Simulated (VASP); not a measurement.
GaP, 2 atoms in the cell. The structure is cubic, space group Pm-3m (No. 221). The conventional cell has a = 3.186 Å, b = 3.186 Å, c = 3.186 Å, α = 90.00°, β = 90.00°, γ = 90.00°. Within 3.6 Å of Ga (site symmetry m-3m) lie 8 P at 2.76 Å and 6 Ga at 3.19 Å. Within 3.6 Å of P (site symmetry m-3m) lie 8 Ga at 2.76 Å and 6 P at 3.19 Å. 

* Program: VASP 6.6.1
* Task: single point
* Functional: r2SCAN
* Potentials or basis: VASP PAW PBE potentials, release 64 (Ga_d, P)
* Cutoff: 520 eV
* k mesh: 6 × 6 × 6
* Occupations: fermi-dirac, width 0.02 eV
* Spin: no spin polarisation
* Dipole correction: no
* Further INCAR settings: ALGO = Normal; EDIFF = 1e-06; NBANDS = 16

Potentials or basis: VASP PAW PBE potentials, release 64 (Ga_d, P).

Run with:

```bash
$ cat potpaw_PBE.64/Ga_d/POTCAR potpaw_PBE.64/P/POTCAR > POTCAR
$ cp INCAR.step1 INCAR
$ mpirun -np 1 vasp_std > vasp.out
$ cp INCAR.step2 INCAR
$ mpirun -np 1 vasp_std > vasp.out
```

Hardware: 1 thread of Intel(R) Xeon(R) 6975P-C (Granite Rapids) (shared host).

Task: Estimate the wall time of this run.

Result: Run time: 14 s on 1 thread of Intel(R) Xeon(R) 6975P-C (Granite Rapids), on a shared host, peak memory 0.14 GiB. Counts: k points 20.
